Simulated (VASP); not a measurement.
A run of VASP 6.6.1 is set up as follows.

File INCAR:

```
ALGO = Normal
EDIFF = 1E-8
ENCUT = 520
GGA = PS
ISIF = 2
ISMEAR = -1
LASPH = True
LCHARG = False
LEFG = True
LREAL = False
LWAVE = False
NBANDS = 16
NELM = 100
PREC = Accurate
SIGMA = 0.02
```

File KPOINTS:

```
k-points
0
Gamma
  13 13 13
```

File POSCAR:

```
GaN
1.0
    0.0000000000      1.9521713286      1.9521713286
    1.9521713286      0.0000000000      1.9521713286
    1.9521713286      1.9521713286      0.0000000000
Ga N
1 1
Direct
    0.5000000000      0.5000000000      0.5000000000
    0.0000000000      0.0000000000      0.0000000000
```

Potentials or basis: VASP PAW PBE potentials, release 64 (Ga_d, N).

Command:

```bash
$ cat potpaw_PBE.64/Ga_d/POTCAR potpaw_PBE.64/N/POTCAR > POTCAR
$ mpirun -np 1 vasp_std > vasp.out
```

Question: Estimate the band gap on the k mesh.

Answer: 2.27 eV, indirect (least direct gap 5.80 eV).

Question: What does it give for the pressure?

Answer: 92.2 GPa.

Caveat: without QUAD_EFG the Cq values of the log hold for a quadrupole moment of 1 mb, not for the nuclei; the PAW data sets were made with another functional, which shifts forces and pressure a little. A k mesh can miss the band edges.
